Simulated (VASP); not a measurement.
# AlGa3N4 (P-42m) in VASP: single point with PBEsol

Aim: the single point of AlGa3N4 with PBEsol.

All numbers are computed with VASP 6.6.1; they aren't measurements. Logs are shortened: lines on timing, memory, paths and dates and some standing lists are left out, and cuts for length are marked.

**1. The cell of the first run**

It takes space group P-42m (No. 111, tetragonal). The conventional cell has a = 4.468 Å, b = 4.468 Å, c = 4.780 Å, α = 90.00°, β = 90.00°, γ = 90.00°. Within 2.6 Å of Al (site symmetry -42m) lie 4 N at 1.94 Å. Within 2.6 Å of Ga (site symmetry 222) lie 4 N at 2.00 Å. Ga (site symmetry -42m) has 4 N at 1.99 Å within 2.6 Å. N (site symmetry m) has 1 Al at 1.94 Å and 3 Ga at 1.99 to 2.00 Å within 2.6 Å.

**2. Single point, PBEsol (atoms displaced along a vibrational mode, the cell strained)**

INCAR reads:

```
  PREC = Accurate
  ENCUT = 520
  EDIFF = 1E-6
  ISMEAR = 0
  SIGMA = 0.05
  LREAL = False
  LASPH = True
  NELM = 60
  ALGO = Normal
  ISIF = 2
  LWAVE = False
  LCHARG = False
  GGA = PS
  NBANDS = 41
```

KPOINTS reads:

```
regular mesh
0
Gamma
  6 6 6
```

POSCAR reads:

```
AlGa3N4
1.0
    4.7803078317      0.0000000000      0.0000000000
    0.0000000000      4.4675774128      0.0000000000
    0.0000000000      0.0000000000      4.4675774128
Al Ga N
1 3 4
Direct
    0.0000000000      0.0000000000      0.0000000000
    0.5000000000      0.5000000000      0.0000000000
    0.5000000000      0.0000000000      0.5000000000
    0.0000000000      0.5000000000      0.5000000000
    0.7550464072      0.7550464072      0.2449535928
    0.7550464072      0.2449535928      0.7550464072
    0.2449535928      0.7550464072      0.7550464072
    0.2449535928      0.2449535928      0.2449535928
```

Potentials or basis: VASP PAW PBE potentials, release 64 (Al, Ga_d, N).

Launch:

```bash
$ cat potpaw_PBE.64/Al/POTCAR potpaw_PBE.64/Ga_d/POTCAR potpaw_PBE.64/N/POTCAR > POTCAR
$ mpirun -np 1 vasp_std > vasp.out
```

OUTCAR:

```text
PREC = Accurate
   ENCUT = 520
   EDIFF = 1E-6
   ISMEAR = 0
   LREAL = False
   LASPH = True
   NELM = 60
   ISIF = 2
   GGA = PS

 ion  position               nearest neighbor table
   1  0.000  0.000  0.000-   5 1.94   6 1.94   7 1.94   8 1.94
   2  0.500  0.500  0.000-   5 2.00   6 2.00   7 2.00   8 2.00
   3  0.500  0.000  0.500-   5 2.00   6 2.00   7 2.00   8 2.00
   4  0.000  0.500  0.500-   5 1.99   6 1.99   7 1.99   8 1.99
   5  0.755  0.755  0.245-   1 1.94   4 1.99   3 2.00   2 2.00
   6  0.755  0.245  0.755-   1 1.94   4 1.99   3 2.00   2 2.00
   7  0.245  0.755  0.755-   1 1.94   4 1.99   3 2.00   2 2.00
   8  0.245  0.245  0.245-   1 1.94   4 1.99   3 2.00   2 2.00

  LATTYP: Found a simple tetragonal cell.
 ALAT       =     4.4675774128
 C/A-ratio  =     1.0700000000

  Lattice vectors:

 A1 = (   0.0000000000,   4.4675774128,   0.0000000000)
 A2 = (   0.0000000000,   0.0000000000,   4.4675774128)
 A3 = (   4.7803078317,   0.0000000000,   0.0000000000)

Analysis of symmetry for initial positions (statically):
=====================================================================
 Subroutine PRICEL returns:
 Original cell was already a primitive cell.

 Routine SETGRP: Setting up the symmetry group for a
 simple tetragonal supercell.

 Subroutine GETGRP returns: Found  8 space group operations
 (whereof  8 operations were pure point group operations)
 out of a pool of 16 trial point group operations.

The static configuration has the point symmetry D_2d.

Analysis of symmetry for dynamics (positions and initial velocities):
=====================================================================
 Subroutine PRICEL returns:
 Original cell was already a primitive cell.

 Routine SETGRP: Setting up the symmetry group for a
 simple tetragonal supercell.

 Subroutine GETGRP returns: Found  8 space group operations
 (whereof  8 operations were pure point group operations)
 out of a pool of 16 trial point group operations.

The dynamic configuration has the point symmetry D_2d.

 Subroutine INISYM returns: Found  8 space group operations
 (whereof  8 operations are pure point group operations),
 and found     1 'primitive' translations

----------------------------------------------------------------------------------------

                                     Primitive cell

  volume of cell :      95.4113

  direct lattice vectors                    reciprocal lattice vectors
     4.780307832  0.000000000  0.000000000     0.209191549  0.000000000  0.000000000
     0.000000000  4.467577413  0.000000000     0.000000000  0.223834957  0.000000000
     0.000000000  0.000000000  4.467577413     0.000000000  0.000000000  0.223834957

  length of vectors
     4.780307832  4.467577413  4.467577413     0.209191549  0.223834957  0.223834957

  position of ions in fractional coordinates (direct lattice)
     0.000000000  0.000000000  0.000000000
     0.500000000  0.500000000  0.000000000
     0.500000000  0.000000000  0.500000000
     0.000000000  0.500000000  0.500000000
     0.755046407  0.755046407  0.244953593
     0.755046407  0.244953593  0.755046407
     0.244953593  0.755046407  0.755046407
     0.244953593  0.244953593  0.244953593

  ion indices of the primitive-cell ions
   primitive index   ion index
                 1           1
                 2           2
                 3           3
                 4           4
                 5           5
                 6           6
                 7           7
                 8           8

----------------------------------------------------------------------------------------

 KPOINTS: regular mesh

Automatic generation of k-mesh.
 Grid dimensions read from file:
 generate k-points for:    6    6    6

 Generating k-lattice:

  Cartesian coordinates                     Fractional coordinates (reciprocal lattice)
     0.034865258  0.000000000  0.000000000     0.166666667  0.000000000  0.000000000
     0.000000000  0.037305826  0.000000000     0.000000000  0.166666667  0.000000000
     0.000000000  0.000000000  0.037305826     0.000000000  0.000000000  0.166666667

  Length of vectors
     0.034865258  0.037305826  0.037305826

  Shift w.r.t. Gamma in fractional coordinates (k-lattice)
     0.000000000  0.000000000  0.000000000

 Subroutine IBZKPT returns following result:
 ===========================================

 Found     40 irreducible k-points:

 Following reciprocal coordinates:
            Coordinates               Weight
  0.000000  0.000000  0.000000      1.000000
  0.166667  0.000000  0.000000      2.000000
  0.333333  0.000000  0.000000      2.000000
  0.500000  0.000000  0.000000      1.000000
  0.000000  0.166667  0.000000      4.000000
  0.166667  0.166667  0.000000      8.000000
[... 16 lines left out ...]
  0.333333  0.333333  0.166667     16.000000
  0.500000  0.333333  0.166667      8.000000
 [... further k-points ...]
   k-points           NKPTS =     40   k-points in BZ     NKDIM =     40   number of bands    NBANDS=     41
   number of dos      NEDOS =    301   number of ions     NIONS =      8
   total plane-waves  NPLWV =  46656
   dimension x,y,z NGX =    36 NGY =   36 NGZ =   36
   dimension x,y,z NGXF=    72 NGYF=   72 NGZF=   72
   ions per type =               1   3   4
   NGX,Y,Z   is equivalent  to a cutoff of  12.52, 13.40, 13.40 a.u.
   NGXF,Y,Z  is equivalent  to a cutoff of  25.04, 26.79, 26.79 a.u.
 SYSTEM =  unknown system
   PREC   = accura    normal or accurate (medium, high low for compatibility)
   ISTART =      0    job   : 0-new  1-cont  2-samecut
   ICHARG =      2    charge: 1-file 2-atom 10-const
   ISPIN  =      1    spin polarized calculation?
   LNONCOLLINEAR =      F non collinear calculations
   LSORBIT =      F    spin-orbit coupling
   LASPH  =      T    aspherical Exc in radial PAW
   ENCUT  =  520.0 eV  38.22 Ry    6.18 a.u.   8.89  8.31  8.31*2*pi/ulx,y,z
   NELM   =     60;   NELMIN=  2; NELMDL= -5     # of ELM steps
   EDIFF  = 0.1E-05   stopping-criterion for ELM
   LREAL  =      F    real-space projection
   EDIFFG = 0.1E-04   stopping-criterion for IOM
   NSW    =      0    number of steps for IOM
   IBRION =     -1    ionic relax: 0-MD 1-quasi-New 2-CG
   NFREE  =      0    steps in history (QN), initial steepest desc. (CG)
   ISIF   =      2    stress and relaxation
   ISYM   =      2    0-nonsym 1-usesym 2-fastsym
   POTIM  = 0.5000    time-step for ionic-motion
   TEBEG  =    0.0;   TEEND  =   0.0 temperature during run
   PSTRESS=    0.0 pullay stress
   NELECT =      62.0000    total number of electrons
   NUPDOWN=      -1.0000    fix difference up-down
   EMIN   =  10.00;   EMAX   =-10.00  energy-range for DOS
   EFERMI =   0.00;   METHOD = LEGACY
   ISMEAR =     0;   SIGMA  =   0.05  broadening in eV -4-tet -1-fermi 0-gaus
   EFERMI_NEDOS =   21; number of points for ismear=-14 and -15
   IALGO  =     38    algorithm
   IMIX   =      4    mixing-type and parameters
     AMIX     =   0.40;   BMIX     =  1.00
     AMIX_MAG =   1.60;   BMIX_MAG =  1.00
  volume/ion in A,a.u.               =      11.93        80.48
  Fermi-wavevector in a.u.,A,eV,Ry     =   1.417986  2.679606 27.357034  2.010685
  Thomas-Fermi vector in A             =   2.539159
   LORBIT       =      0    0 simple, 1 ext, 2 COOP (PROOUT), +10 PAW based schemes
   GGA     = PS    functional components
   LHFCALC =     F    Hartree Fock is set to
   AEXX    =    0.0000 exact exchange contribution
   IVDW    =     0    specifies the selected vdW correction
   LEPSILON=     F    determine dielectric tensor
   LRPA    =     F    only Hartree local field effects (RPA)
 non-spin polarized calculation
 Gauss-broadening in eV      SIGMA  =   0.05
  energy-cutoff  :      520.00
  volume of cell :       95.41
 maximum number of plane-waves:      2629
 NGX is ok and might be reduce to    36
   NGX = 17   NGY = 17   NGZ = 17

 number of electron      61.9999969 magnetization

 Free energy of the ion-electron system (eV)
  ---------------------------------------------------
  ext. energy  EPLUGINS =         0.00000000
  ---------------------------------------------------
  free energy    TOTEN  =       -54.60340923 eV

  energy without entropy =      -54.60340923  energy(sigma->0) =      -54.60340923

 E-fermi :   4.9655     XC(G=0): -11.4045

 val. band max:        4.7480491738   @ k =   0.0000   0.0000   0.0000
 cond. band min:       6.4591085092   @ k =   0.0000   0.0000   0.0000
 fundamental gap:      1.7110593354
 Fermi energy:         4.9655290601

 k-point     1 :       0.0000    0.0000    0.0000
  band No.  band energies     occupation
      1     -10.5319      2.00000
      2      -9.5391      2.00000
      3      -9.5193      2.00000
      4      -9.5193      2.00000
      5      -8.4966      2.00000
      6      -8.4878      2.00000
[... 33 lines left out ...]
     40      14.8883      0.00000
     41      15.1136      0.00000

 k-point     2 :       0.1667    0.0000    0.0000
  band No.  band energies     occupation
      1     -10.4399      2.00000
      2      -9.5651      2.00000
      3      -9.5184      2.00000
      4      -9.5184      2.00000
      5      -8.4934      2.00000
      6      -8.4611      2.00000
[... 33 lines left out ...]
     40      15.1105      0.00000
     41      15.3227      0.00000

 k-point     3 :       0.3333    0.0000    0.0000
  band No.  band energies     occupation
      1     -10.1979      2.00000
      2      -9.6619      2.00000
      3      -9.5166      2.00000
      4      -9.5166      2.00000
      5      -8.4681      2.00000
      6      -8.4418      2.00000
[... 875 lines left out ...]
      2      -9.6379      2.00000
      3      -9.5865      2.00000
      4      -9.5471      2.00000
      5      -8.4766      2.00000
      6      -8.4564      2.00000
[... 33 lines left out ...]
     40      14.0739      0.00000
     41      14.4753      0.00000

 k-point    24 :       0.5000    0.3333    0.1667
  band No.  band energies     occupation
      1      -9.8316      2.00000
      2      -9.6811      2.00000
      3      -9.5913      2.00000
      4      -9.5525      2.00000
      5      -8.4790      2.00000
      6      -8.4480      2.00000
[... 33 lines left out ...]
     40      14.1980      0.00000
     41      14.2385      0.00000

 [... further k-points ...]

------------------------ aborting loop because EDIFF is reached ----------------------------------------

  FORCE on cell =-STRESS in cart. coord.  units (eV):
  Direction    XX          YY          ZZ          XY          YZ          ZX
  --------------------------------------------------------------------------------------
  -------------------------------------------------------------------------------------
  Total      -10.9255714     -4.8697997     -4.8697997      0.0000000      0.0000000      0.0000000
  in kB     -183.4656245    -81.7752058    -81.7752058      0.0000000      0.0000000      0.0000000
  external PRESSURE =    -115.6720120 kB  Pullay stress =       0.0000000 kB

 VOLUME and BASIS-vectors are now :
 -----------------------------------------------------------------------------
  energy-cutoff  :      520.00
  volume of cell :       95.41
      direct lattice vectors                 reciprocal lattice vectors
     4.780307832  0.000000000  0.000000000     0.209191549  0.000000000  0.000000000
     0.000000000  4.467577413  0.000000000     0.000000000  0.223834957  0.000000000
     0.000000000  0.000000000  4.467577413     0.000000000  0.000000000  0.223834957

 POSITION                                       TOTAL-FORCE (eV/Angst)
 -----------------------------------------------------------------------------------
      0.00000      0.00000      0.00000         0.000000      0.000000     -0.000000
      2.39015      2.23379      0.00000         0.000000      0.000000     -0.000000
      2.39015      0.00000      2.23379         0.000000      0.000000     -0.000000
      0.00000      2.23379      2.23379         0.000000      0.000000     -0.000000
      3.60935      3.37323      1.09435        -0.046208      0.018617     -0.018617
      3.60935      1.09435      3.37323        -0.046208     -0.018617      0.018617
      1.17095      3.37323      3.37323         0.046208      0.018617      0.018617
      1.17095      1.09435      1.09435         0.046208     -0.018617     -0.018617
 -----------------------------------------------------------------------------------
    total drift:                               -0.000000     -0.000000     -0.000000

  FREE ENERGIE OF THE ION-ELECTRON SYSTEM (eV)
  ---------------------------------------------------
  free  energy   TOTEN  =       -54.6034092259 eV

  energy  without entropy=      -54.6034092259  energy(sigma->0) =      -54.60340923
```

Wall time 69 s (1 thread of Intel Xeon 6975P-C (Granite Rapids), shared host); peak memory 0.27 GiB.

Results:

```
Free energy            : -54.6034 eV
Pressure               : -11.6 GPa
Largest force          : 0.053 eV/Å
Band gap on the k mesh : 1.71 eV
```

Forces on the atoms (eV/Å):
```
Al   0.000  0.000  0.000
Ga   0.000  0.000  0.000
Ga   0.000  0.000  0.000
Ga   0.000  0.000  0.000
N   -0.046  0.019 -0.019
N   -0.046 -0.019  0.019
N    0.046  0.019  0.019
N    0.046 -0.019 -0.019
```

Stress tensor (GPa, compression positive):
```
-18.35   0.00   0.00
  0.00  -8.18   0.00
  0.00   0.00  -8.18
```

Levels at points of the mesh, in eV from the valence-band top:
```tsv
k point	band 29	band 30	band 31	band 32	band 33	band 34
(0.00, 0.00, 0.00)	-0.33	0.00	0.00	1.71	3.08	3.08
(0.50, 0.00, 0.00)	-1.24	-1.00	-1.00	4.37	4.41	5.57
(0.00, 0.50, 0.00)	-1.50	-1.41	-1.25	4.48	4.60	6.03
(0.50, 0.50, 0.00)	-1.17	-1.08	-0.85	5.84	5.94	6.03
(0.00, 0.50, 0.50)	-0.72	-0.71	-0.42	6.12	6.23	6.23
(0.50, 0.50, 0.50)	-0.66	-0.54	-0.49	4.18	4.18	4.24
```

Caveat: the cell differs from its parent crystal (atoms displaced along a vibrational mode, the cell strained); the cell stands under tension; the PAW data sets were made with another functional, which shifts forces and pressure a little.
